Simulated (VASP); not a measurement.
A run of VASP 6.6.1 is set up as follows.

File INCAR:

```
PREC = Accurate
ENCUT = 520
EDIFF = 1E-7
ISMEAR = -1
SIGMA = 0.01
LREAL = Auto
LASPH = T
NELM = 100
ALGO = Normal
ISIF = 2
LWAVE = F
LCHARG = F
GGA = PE
NBANDS = 245
```

The input KPOINTS:

```
Automatic mesh
0
Gamma
  3 3 1
```

POSCAR

```
CaZn23S24
1.0
    7.6240000000      0.0000000000      0.0000000000
   -3.8120000000      6.6025776784      0.0000000000
    0.0000000000      0.0000000000     18.6899900000
Zn Ca S
23 1 24
Direct
    0.0000000000      0.0000000000      0.0000000000
    0.0000000000      0.5000000000      0.0000000000
    0.5000000000      0.0000000000      0.0000000000
    0.5000000000      0.5000000000      0.0000000000
    0.0000000000      0.0000000000      0.5000000000
    0.0000000000      0.5000000000      0.5000000000
    0.5000000000      0.0000000000      0.5000000000
    0.5000000000      0.5000000000      0.5000000000
    0.1666666666      0.3333333334      0.1666700000
    0.1666666666      0.8333333334      0.1666700000
    0.6666666666      0.3333333334      0.1666700000
    0.6666666666      0.8333333334      0.1666700000
    0.3333333334      0.1666666666      0.6666700000
    0.3333333334      0.6666666666      0.6666700000
    0.8333333334      0.1666666666      0.6666700000
    0.8333333334      0.6666666666      0.6666700000
    0.3333333334      0.6666666666      0.3333300000
    0.8333333334      0.1666666666      0.3333300000
    0.8333333334      0.6666666666      0.3333300000
    0.1666666666      0.3333333334      0.8333300000
    0.1666666666      0.8333333334      0.8333300000
    0.6666666666      0.3333333334      0.8333300000
    0.6666666666      0.8333333334      0.8333300000
    0.3333333334      0.1666666666      0.3333300000
    0.0000000000      0.0000000000      0.1250000000
    0.0000000000      0.5000000000      0.1250000000
    0.5000000000      0.0000000000      0.1250000000
    0.5000000000      0.5000000000      0.1250000000
    0.0000000000      0.0000000000      0.6250000000
    0.0000000000      0.5000000000      0.6250000000
    0.5000000000      0.0000000000      0.6250000000
    0.5000000000      0.5000000000      0.6250000000
    0.1666666666      0.3333333334      0.2916700000
    0.1666666666      0.8333333334      0.2916700000
    0.6666666666      0.3333333334      0.2916700000
    0.6666666666      0.8333333334      0.2916700000
    0.3333333334      0.1666666666      0.7916700000
    0.3333333334      0.6666666666      0.7916700000
    0.8333333334      0.1666666666      0.7916700000
    0.8333333334      0.6666666666      0.7916700000
    0.3333333334      0.1666666666      0.4583300000
    0.3333333334      0.6666666666      0.4583300000
    0.8333333334      0.1666666666      0.4583300000
    0.8333333334      0.6666666666      0.4583300000
    0.1666666666      0.3333333334      0.9583300000
    0.1666666666      0.8333333334      0.9583300000
    0.6666666666      0.3333333334      0.9583300000
    0.6666666666      0.8333333334      0.9583300000
```

Potentials or basis: VASP PAW PBE potentials, release 64 (Zn, Ca_sv, S).

The run is started by

```console
$ cat potpaw_PBE.64/Zn/POTCAR potpaw_PBE.64/Ca_sv/POTCAR potpaw_PBE.64/S/POTCAR > POTCAR
$ mpirun -np 1 vasp_std > vasp.out
```

(1) Estimate the band gap on the k mesh.

(2) Estimate the largest force.

(3) Predict the pressure.

## Answers

(1) 2.26 eV.

(2) 3.275 eV/Å.

(3) 4.2 GPa.
